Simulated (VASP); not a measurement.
# BN (Qingsongite): single point with PBE

The system is BN (Qingsongite).

```
CELL_PARAMETERS angstrom
0.00000 1.80750 1.75327
1.80750 0.00000 1.75327
1.80750 1.80750 0.00000
ATOMIC_POSITIONS crystal
B 0.00000 0.00000 0.00000
N 0.25000 0.25000 0.25000
```

This cell differs from its parent crystal: z stretched by -3 %, then relaxed in part.

* Program: VASP 6.6.1
* Task: single point
* Functional: PBE
* Potentials or basis: VASP PAW PBE potentials, release 64 (B, N)
* Cutoff: 520 eV
* k mesh: 14 × 14 × 14
* Occupations: fermi-dirac, width 0.02 eV
* Spin: no spin polarisation
* Dipole correction: no
* Further INCAR settings: ALGO = Normal; EDIFF = 1e-06; NBANDS = 11

| Item | Value |
| --- | --- |
| Pressure | 15.7 GPa |
| Band gap on the k mesh | 3.94 eV, indirect (least direct gap 8.63 eV) |

Stress tensor (GPa, compression positive):
```
 9.55  0.00  0.00
 0.00  9.55  0.00
 0.00  0.00 27.98
```

Levels at points of the mesh, in eV from the valence-band top:
```csv
k point,band 1,band 2,band 3,band 4,band 5,band 6,band 7,band 8
"(0.00, 0.00, 0.00)",-20.78,-0.29,-0.29,0.00,8.63,8.85,8.85,10.65
"(0.50, 0.00, 0.00)",-16.41,-11.17,-2.43,-1.96,10.00,10.50,11.21,15.38
"(0.50, 0.50, 0.00)",-14.76,-9.01,-5.53,-5.53,3.94,8.72,18.24,18.24
"(0.50, 0.00, 0.50)",-15.12,-9.46,-5.11,-5.10,4.48,9.46,17.90,18.37
```

Wall time 18 s on 1 thread of Intel(R) Xeon(R) Platinum 8488C (Sapphire Rapids), with other jobs on the host, peak memory 0.14 GiB.

Caveat: the cell differs from its parent crystal (z stretched by -3 %, then relaxed in part). A k mesh can miss the band edges.
